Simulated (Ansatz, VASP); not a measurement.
# Two plane-wave programs on BaTiO3

The input POSCAR:

```
BaTiO3
1.0
   -3.9999274600     -0.0106957700     -3.9891719400
   -0.0107256400     -3.9891918600      0.0000000000
   -3.9784761800      0.0106957700      3.9891719400
Ba Ti O
2 2 6
Direct
    0.0000000000      0.0000000000      0.0000000000
    0.5000000000      0.0000000000      0.5000000000
    0.5136000000      0.5136000000      0.0000000000
    0.0136000000      0.5136000000      0.5000000000
    0.7363000000      0.4907000000      0.7544000000
    0.2363000000      0.4907000000      0.2544000000
    0.7363000000      0.4907000000      0.2456000000
    0.2363000000      0.4907000000      0.7456000000
    0.9907000000      0.9819000000      0.5000000000
    0.4907000000      0.9819000000      0.0000000000
```

The input INCAR.step1:

```
PREC = Accurate ; ENCUT = 520
ISMEAR = -1 ; SIGMA = 0.1
LREAL = F ; LASPH = T
NELM = 150 ; ISPIN = 2
MAGMOM = 0 0 0 0 0 0 0 0 0 0 ; LMAXMIX = 4
NBANDS = 55 ; GGA = PE
ALGO = Normal ; EDIFF = 1E-4
LWAVE = T ; LCHARG = F
```

INCAR.step2

```
PREC = Accurate ; ENCUT = 520
EDIFF = 1E-6 ; ISMEAR = -1
SIGMA = 0.1 ; LREAL = F
LASPH = T ; NELM = 150
ALGO = Normal ; ISIF = 2
LWAVE = F ; LCHARG = F
ISPIN = 2 ; MAGMOM = 0 0 0 0 0 0 0 0 0 0
LORBIT = 11 ; LMAXMIX = 4
METAGGA = R2SCAN ; LMIXTAU = T
NBANDS = 55 ; ISTART = 1
```

KPOINTS

```
Automatic mesh
0
Gamma
  3 5 3
```

Input for Ansatz:

```yaml
crystal:
  lattice:
    - [3.99992746, 0.01069577, 3.98917194]
    - [0.01072564, 3.98919186, 0.0]
    - [3.97847618, -0.01069577, -3.98917194]
  atoms:
    - { symbol: Ba, position: [0.0, 0.0, 0.0] }
    - { symbol: Ba, position: [0.5, 0.0, 0.5] }
    - { symbol: Ti, position: [0.4864, 0.4864, 0.0] }
    - { symbol: Ti, position: [0.9864, 0.4864, 0.5] }
    - { symbol: O, position: [0.2637, 0.5093, 0.2456] }
    - { symbol: O, position: [0.7637, 0.5093, 0.7456] }
    - { symbol: O, position: [0.2637, 0.5093, 0.7544] }
    - { symbol: O, position: [0.7637, 0.5093, 0.2544] }
    - { symbol: O, position: [0.0093, 0.0181, 0.5] }
    - { symbol: O, position: [0.5093, 0.0181, 0.0] }
kpoints:
  mp_grid: { grid: [3, 5, 3], shift: [0, 0, 0] }
  band_path:
    path:
      - [0.0, 0.0, 0.0]
      - [-1.0, -0.5, 0.0]
      - [-1.00267404, -0.49732595, 0.00267404]
      - [-0.99732505, 0.49732664, 0.00267358]
      - [-0.49999989, 2.9e-07, 0.49999954]
      - [0.0, 0.0, 0.0]
      - [-0.49866241, 0.49866361, 0.49866228]
      - [-0.99999955, 3.4e-07, 0.00267381]
      - [-0.99999955, 3.4e-07, -2.3e-07]
      - [0.0, 0.0, 0.0]
    npoints: 6
magnetization:
  spin_polarized: true
scf:
  occupations: { method: fermi_dirac }
  lower_state_search: "off"
  max_iter: 200
hamiltonian:
  pseudopotentials: { kind: paw }
  xc: r2scan
basis:
  ecutwfc: 500
  fft_grid_basis: typed
output:
  forces: true
  stress: true
  eigenvalues: true
  bader: true
  populations: true
  elf: true
  write_potential: true
  volumetric_format: npy
  dos:
    e_range: [-12, 8]
    de: 0.05
    projected: { site_lists: { Ba: [Ba], O: [O], Ti: [Ti] } }
checkpoint:
  read: saved_state
```

Alike in both runs: task single point; functional r2SCAN; k mesh 3 × 5 × 3; collinear spin.

```csv
,VASP,Ansatz
version,VASP 6.6.1,Ansatz 0.2.0
potentials or method,"VASP PAW PBE potentials, release 64 (Ba_sv, Ti_sv, O), cutoff 520 eV",PAW plane waves
occupations,"fermi-dirac, width 0.1 eV",fermi-dirac
valence electrons in the cell,80,80
```

|  | VASP | Ansatz | Ansatz less VASP |
| --- | --- | --- | --- |
| pressure (GPa) | 5.8 | 3.8 | -2.02 |
| rms of the force components (eV/Å) | 0.112 | 0.058 | -0.0538 |
| net moment per atom (μB) | 0.00 | 0.00 | 0.000 |

VASP's potentials were made for PBE, not for r2SCAN. Ansatz's warnings: no starting moments, structure snapped to symmetry.

Neither program's run includes spin-orbit coupling.
